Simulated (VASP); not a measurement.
# Si32O (a cell with a defect) in VASP: single point with PBE

Aim: the single point of Si32O (a cell with a defect) with PBE.

Program: VASP 6.6.1. These are calculated values, not measurements. Logs are shortened: lines on timing, memory, paths and dates and some standing lists are left out, and cuts for length are marked.

### Step 1. The cell of the first run

The cell holds a defect, 33 atoms: a = 9.220 Å, b = 9.220 Å, c = 9.992 Å, α = 116.09°, β = 116.09°, γ = 92.69°.

### Step 2. Single point, PBE

File INCAR:

```
PREC = Accurate
ENCUT = 520
EDIFF = 1E-7
ISMEAR = 0
SIGMA = 0.02
LREAL = Auto
LASPH = T
NELM = 100
ALGO = Normal
ISIF = 2
LWAVE = F
LCHARG = F
GGA = PE
NBANDS = 89
```

File KPOINTS:

```
Automatic mesh
0
Gamma
  2 2 2
  0.5 0.5 0.5
```

File POSCAR:

```
Si32O
1.0
   -5.7769209609      3.3353068718      6.3650226989
    5.7769209609     -3.3353068718      6.3650226989
    3.8512806405      6.6706137437     -6.3650226989
Si O
32 1
Direct
    0.2328240564      0.0738516905      0.2418797486
    0.7421985430      0.5832108848      0.2606400907
    0.1156951214      0.4421777754      0.4985623463
    0.5987749489      0.9553256382      0.4923522917
    0.4872500320      0.3269200606      0.7512531136
    1.0328897466      0.8090871885      0.7512713196
    0.8578111732      0.2141446822      0.0101847794
    0.3683052473      0.6949116497      1.0039295987
    0.3227976142      0.4876154024      0.2500421949
    0.8239498412      0.9887842240      0.2524346806
    0.2049921263      0.8623546384      0.4944396169
    0.6982833687      0.3626131053      0.5014562066
    0.5723165507      0.7414545004      0.7512406142
    0.0747100297      0.2277823812      0.7512465057
    0.9480803387      0.6124173162      1.0011445829
    0.4618697070      0.1192042909      0.0081170467
    0.4271787852      0.2588198741      0.2490561484
    0.9293654883      0.7610281425      0.2535233426
    0.3024346069      0.6313515305      0.4995922420
    0.8024011392      0.1332368764      0.5026411309
    0.6777501893      0.5121711409      0.7512844027
    0.2029361692      0.0070441266      0.7513131650
    0.0510566551      0.3818469148     -0.0001244223
    0.5540374760      0.8829790416      1.0028543581
    0.5101429142      0.6797205900      0.2565728812
    0.0048561351      0.1743798804      0.2459705772
    0.3760539755      0.0599060133      0.4935396735
    0.8867073992      0.5429098651      0.4971198828
    0.7296162646      0.9530393840      0.7512270771
    0.2556869759      0.4237838232      0.7512736852
    0.1407156486      0.7970981320      1.0054188813
    0.6338310719      0.3175685494      0.0089343256
   -0.0956962535     -0.0727664311     -0.2494647524
```

Potentials or basis: VASP PAW PBE potentials, release 64 (Si, O).

Launch:

```console
cat potpaw_PBE.64/Si/POTCAR potpaw_PBE.64/O/POTCAR > POTCAR
mpirun -np 1 vasp_std > vasp.out
```

OUTCAR:

```text
PREC = Accurate
   ENCUT = 520
   EDIFF = 1E-7
   ISMEAR = 0
   LREAL = Auto
   LASPH = T
   NELM = 100
   ISIF = 2
   GGA = PE

 ion  position               nearest neighbor table
   1  0.233  0.074  0.242-  27 2.34  26 2.35  31 2.35  17 2.37
   2  0.742  0.583  0.261-  32 2.34  25 2.35  28 2.36  18 2.37
   3  0.116  0.442  0.499-  28 2.34  26 2.35  30 2.37  19 2.39
   4  0.599  0.955  0.492-  27 2.31  29 2.34  25 2.35  20 2.37
   5  0.487  0.327  0.751-  30 2.35  27 2.37  32 2.37  21 2.39
   6  0.033  0.809  0.751-  33 1.65  31 2.34  28 2.34  22 2.35
[... 24 lines left out ...]
  31  0.141  0.797  0.005-   6 2.34   8 2.34   1 2.35  15 2.38
  32  0.634  0.318  0.009-   7 2.31   2 2.34  16 2.36   5 2.37
  33  0.904  0.927  0.751-  29 1.64   6 1.65

  LATTYP: Found a face centered orthorhombic cell.
 ALAT       =    12.7300453978
 B/A-ratio  =     1.0480109906
 C/A-ratio  =     1.2101388550

  Lattice vectors:

 A1 = (   9.6282016014,   3.3353068719,   0.0000000000)
 A2 = (   3.8512806405,   6.6706137437,   6.3650226989)
 A3 = (   5.7769209609,  -3.3353068718,   6.3650226989)

Analysis of symmetry for initial positions (statically):
=====================================================================
 Subroutine PRICEL returns:
 Original cell was already a primitive cell.

 Routine SETGRP: Setting up the symmetry group for a
 face centered orthorhombic supercell.

 Subroutine GETGRP returns: Found  1 space group operations
 (whereof  1 operations were pure point group operations)
 out of a pool of  8 trial point group operations.

The static configuration has the point symmetry C_1 .

Analysis of symmetry for dynamics (positions and initial velocities):
=====================================================================
 Subroutine PRICEL returns:
 Original cell was already a primitive cell.

 Routine SETGRP: Setting up the symmetry group for a
 face centered orthorhombic supercell.

 Subroutine GETGRP returns: Found  1 space group operations
 (whereof  1 operations were pure point group operations)
 out of a pool of  8 trial point group operations.

The dynamic configuration has the point symmetry C_1 .

 Subroutine INISYM returns: Found  1 space group operations
 (whereof  1 operations are pure point group operations),
 and found     1 'primitive' translations

----------------------------------------------------------------------------------------

                                     Primitive cell

  volume of cell :     654.0801

  direct lattice vectors                    reciprocal lattice vectors
    -5.776920961  3.335306872  6.365022699    -0.032456736  0.093694527  0.078554315
     5.776920961 -3.335306872  6.365022699     0.097370209  0.018738905  0.078554315
     3.851280641  6.670613744 -6.365022699     0.064913473  0.112433432  0.000000000

  length of vectors
     9.220119396  9.220119396  9.992145127     0.126502508  0.126502508  0.129826945

  position of ions in fractional coordinates (direct lattice)
     0.232824056  0.073851690  0.241879749
     0.742198543  0.583210885  0.260640091
     0.115695121  0.442177775  0.498562346
     0.598774949  0.955325638  0.492352292
     0.487250032  0.326920061  0.751253114
     0.032889747  0.809087189  0.751271320
[... 25 lines left out ...]
     0.633831072  0.317568549  0.008934326
     0.904303746  0.927233569  0.750535248

  ion indices of the primitive-cell ions
   primitive index   ion index
                 1           1
                 2           2
                 3           3
                 4           4
                 5           5
                 6           6
[... 25 lines left out ...]
                32          32
                33          33

----------------------------------------------------------------------------------------

 KPOINTS: Automatic mesh

Automatic generation of k-mesh.
 Grid dimensions read from file:
 generate k-points for:    2    2    2

 Generating k-lattice:

  Cartesian coordinates                     Fractional coordinates (reciprocal lattice)
    -0.016228368  0.046847264  0.039277158     0.500000000  0.000000000 -0.000000000
     0.048685104  0.009369453  0.039277158     0.000000000  0.500000000  0.000000000
     0.032456736  0.056216716  0.000000000     0.000000000  0.000000000  0.500000000

  Length of vectors
     0.063251254  0.063251254  0.064913473

  Shift w.r.t. Gamma in fractional coordinates (k-lattice)
     0.500000000  0.500000000  0.500000000

 Subroutine IBZKPT returns following result:
 ===========================================

 Found      4 irreducible k-points:

 Following reciprocal coordinates:
            Coordinates               Weight
  0.250000  0.250000  0.250000      2.000000
 -0.250000  0.250000  0.250000      2.000000
 -0.250000  0.250000 -0.250000      2.000000
 -0.250000 -0.250000  0.250000      2.000000
   k-points           NKPTS =      4   k-points in BZ     NKDIM =      4   number of bands    NBANDS=     89
   number of dos      NEDOS =    301   number of ions     NIONS =     33
   total plane-waves  NPLWV = 392000
   dimension x,y,z NGX =    70 NGY =   70 NGZ =   80
   dimension x,y,z NGXF=   140 NGYF=  140 NGZF=  160
   ions per type =              32   1
   NGX,Y,Z   is equivalent  to a cutoff of  12.62, 12.62, 13.31 a.u.
   NGXF,Y,Z  is equivalent  to a cutoff of  25.24, 25.24, 26.62 a.u.
 SYSTEM =  unknown system
   PREC   = accura    normal or accurate (medium, high low for compatibility)
   ISTART =      0    job   : 0-new  1-cont  2-samecut
   ICHARG =      2    charge: 1-file 2-atom 10-const
   ISPIN  =      1    spin polarized calculation?
   LNONCOLLINEAR =      F non collinear calculations
   LSORBIT =      F    spin-orbit coupling
   LASPH  =      T    aspherical Exc in radial PAW
   ENCUT  =  520.0 eV  38.22 Ry    6.18 a.u.  17.14 17.14 18.58*2*pi/ulx,y,z
   NELM   =    100;   NELMIN=  2; NELMDL= -5     # of ELM steps
   EDIFF  = 0.1E-06   stopping-criterion for ELM
   LREAL  =      T    real-space projection
   EDIFFG = 0.1E-05   stopping-criterion for IOM
   NSW    =      0    number of steps for IOM
   IBRION =     -1    ionic relax: 0-MD 1-quasi-New 2-CG
   NFREE  =      0    steps in history (QN), initial steepest desc. (CG)
   ISIF   =      2    stress and relaxation
   ISYM   =      2    0-nonsym 1-usesym 2-fastsym
   POTIM  = 0.5000    time-step for ionic-motion
   TEBEG  =    0.0;   TEEND  =   0.0 temperature during run
   PSTRESS=    0.0 pullay stress
   NELECT =     134.0000    total number of electrons
   NUPDOWN=      -1.0000    fix difference up-down
   EMIN   =  10.00;   EMAX   =-10.00  energy-range for DOS
   EFERMI =   0.00;   METHOD = LEGACY
   ISMEAR =     0;   SIGMA  =   0.02  broadening in eV -4-tet -1-fermi 0-gaus
   EFERMI_NEDOS =   21; number of points for ismear=-14 and -15
   IALGO  =     38    algorithm
   IMIX   =      4    mixing-type and parameters
     AMIX     =   0.40;   BMIX     =  1.00
     AMIX_MAG =   1.60;   BMIX_MAG =  1.00
  volume/ion in A,a.u.               =      19.82       133.76
  Fermi-wavevector in a.u.,A,eV,Ry     =   0.965086  1.823749 12.672350  0.931391
  Thomas-Fermi vector in A             =   2.094773
   LORBIT       =      0    0 simple, 1 ext, 2 COOP (PROOUT), +10 PAW based schemes
   GGA     = PE    functional components
   LHFCALC =     F    Hartree Fock is set to
   AEXX    =    0.0000 exact exchange contribution
   IVDW    =     0    specifies the selected vdW correction
   LEPSILON=     F    determine dielectric tensor
   LRPA    =     F    only Hartree local field effects (RPA)
 non-spin polarized calculation
 Gauss-broadening in eV      SIGMA  =   0.02
  energy-cutoff  :      520.00
  volume of cell :      654.08
 maximum number of plane-waves:     17670
 NGX is ok and might be reduce to    70
   NGX = 35   NGY = 35   NGZ = 37

 number of electron     134.0000001 magnetization

 Free energy of the ion-electron system (eV)
  ---------------------------------------------------
  ext. energy  EPLUGINS =         0.00000000
  ---------------------------------------------------
  free energy    TOTEN  =      -180.58530683 eV

  energy without entropy =     -180.58530683  energy(sigma->0) =     -180.58530683

 E-fermi :   5.6714     XC(G=0):  -9.3770

 val. band max:        5.5396050938   @ k =  -0.2500  -0.2500   0.2500
 cond. band min:       6.4449524015   @ k =  -0.2500  -0.2500   0.2500
 fundamental gap:      0.9053473077
 Fermi energy:         5.6713790298

 k-point     1 :       0.2500    0.2500    0.2500
  band No.  band energies     occupation
      1     -14.7260      2.00000
      2      -5.5315      2.00000
      3      -5.4784      2.00000
      4      -5.3662      2.00000
      5      -5.0437      2.00000
      6      -4.5060      2.00000
[... 71 lines left out ...]
     78       8.1434      0.00000
     79       8.2747      0.00000

 k-point     2 :      -0.2500    0.2500    0.2500
  band No.  band energies     occupation
      1     -14.7260      2.00000
      2      -5.8478      2.00000
      3      -5.1984      2.00000
      4      -5.0665      2.00000
      5      -4.8716      2.00000
      6      -4.7249      2.00000
[... 71 lines left out ...]
     78       8.0832      0.00000
     79       8.2083      0.00000

 k-point     3 :      -0.2500    0.2500   -0.2500
  band No.  band energies     occupation
      1     -14.7260      2.00000
      2      -5.8478      2.00000
      3      -5.1983      2.00000
      4      -5.0665      2.00000
      5      -4.8714      2.00000
      6      -4.7251      2.00000
[... 71 lines left out ...]
     78       8.0833      0.00000
     79       8.2083      0.00000

 k-point     4 :      -0.2500   -0.2500    0.2500
  band No.  band energies     occupation
      1     -14.7259      2.00000
      2      -5.9241      2.00000
      3      -5.2174      2.00000
      4      -4.8194      2.00000
      5      -4.7831      2.00000
      6      -4.6182      2.00000
[... 71 lines left out ...]
     78       8.1118      0.00000
     79       8.2219      0.00000
 [bands above 79 left out]

------------------------ aborting loop because EDIFF is reached ----------------------------------------

  FORCE on cell =-STRESS in cart. coord.  units (eV):
  Direction    XX          YY          ZZ          XY          YZ          ZX
  --------------------------------------------------------------------------------------
  -------------------------------------------------------------------------------------
  Total       10.1869716      5.2614318      3.6690046     -4.2747879      1.8663230     -3.2193010
  in kB       24.9531151     12.8879433      8.9872730    -10.4711467      4.5715816     -7.8857183
  external PRESSURE =      15.6094438 kB  Pullay stress =       0.0000000 kB

 VOLUME and BASIS-vectors are now :
 -----------------------------------------------------------------------------
  energy-cutoff  :      520.00
  volume of cell :      654.08
      direct lattice vectors                 reciprocal lattice vectors
    -5.776920961  3.335306872  6.365022699    -0.032456736  0.093694527  0.078554315
     5.776920961 -3.335306872  6.365022699     0.097370209  0.018738905  0.078554315
     3.851280641  6.670613744 -6.365022699     0.064913473  0.112433432  0.000000000

 POSITION                                       TOTAL-FORCE (eV/Angst)
 -----------------------------------------------------------------------------------
      0.01318      2.14371      0.41243        -0.003795     -0.024542      0.018014
      0.08534      2.26890      6.77728         0.019159      0.015807      0.016083
      3.80617      2.23680      0.37751        -0.027105     -0.006004      0.006278
      3.95595      2.09509      6.75805         0.041829     -0.038463      0.002526
      1.96707      5.54607      0.40047         0.005834     -0.001934      0.020160
      7.37739      2.42258      0.57734        -0.052009      0.025288      0.036619
[... 25 lines left out ...]
     -1.79262      1.11443      5.99881         0.045561     -0.002204      0.016029
      3.02299      4.93005      6.88060        -0.054441      0.035246     -0.332450
 -----------------------------------------------------------------------------------
    total drift:                                0.000765      0.003500      0.008570

  FREE ENERGIE OF THE ION-ELECTRON SYSTEM (eV)
  ---------------------------------------------------
  free  energy   TOTEN  =      -180.5853068265 eV

  energy  without entropy=     -180.5853068265  energy(sigma->0) =     -180.58530683
```

Run time: 20 min. Hardware: 1 thread of Oxide Virtual Turin-like, shared host; peak memory 0.73 GiB.

Results:

```yaml
Free_energy: -180.5853 eV
Pressure: 1.6 GPa
Largest_force: 0.339 eV/Å
Band_gap_on_the_k_mesh: 0.91 eV
```

Forces on the atoms (eV/Å):
```
Si  -0.004 -0.025  0.018
Si   0.019  0.016  0.016
Si  -0.027 -0.006  0.006
Si   0.042 -0.038  0.003
Si   0.006 -0.002  0.020
Si  -0.052  0.025  0.037
Si   0.053 -0.019  0.005
Si  -0.007  0.028  0.005
Si  -0.012  0.013  0.008
Si  -0.016  0.007  0.009
Si  -0.008  0.004  0.013
Si  -0.018  0.023  0.028
Si   0.023 -0.012 -0.039
Si  -0.012  0.008  0.029
Si  -0.028  0.002  0.028
Si  -0.009  0.004  0.011
Si  -0.015  0.019  0.022
Si  -0.023  0.000  0.022
Si  -0.009 -0.005 -0.005
Si  -0.022  0.021  0.010
Si  -0.008  0.004  0.026
Si   0.022 -0.014  0.037
Si  -0.028  0.007  0.009
Si   0.001  0.013 -0.001
Si   0.010  0.018  0.009
Si  -0.011 -0.018  0.005
Si   0.026 -0.040  0.015
Si  -0.030  0.023  0.037
Si   0.183 -0.106 -0.131
Si  -0.004  0.001  0.024
Si  -0.035  0.016  0.040
Si   0.046 -0.002  0.016
O   -0.054  0.035 -0.332
```

Stress tensor (GPa, compression positive):
```
 2.50 -1.05 -0.79
-1.05  1.29  0.46
-0.79  0.46  0.90
```

Levels at points of the mesh, in eV from the valence-band top:
```tsv
k point	band 64	band 65	band 66	band 67	band 68	band 69	band 70	band 71
(0.25, 0.25, 0.25)	-0.95	-0.88	-0.73	-0.47	1.07	1.27	1.32	1.33
```
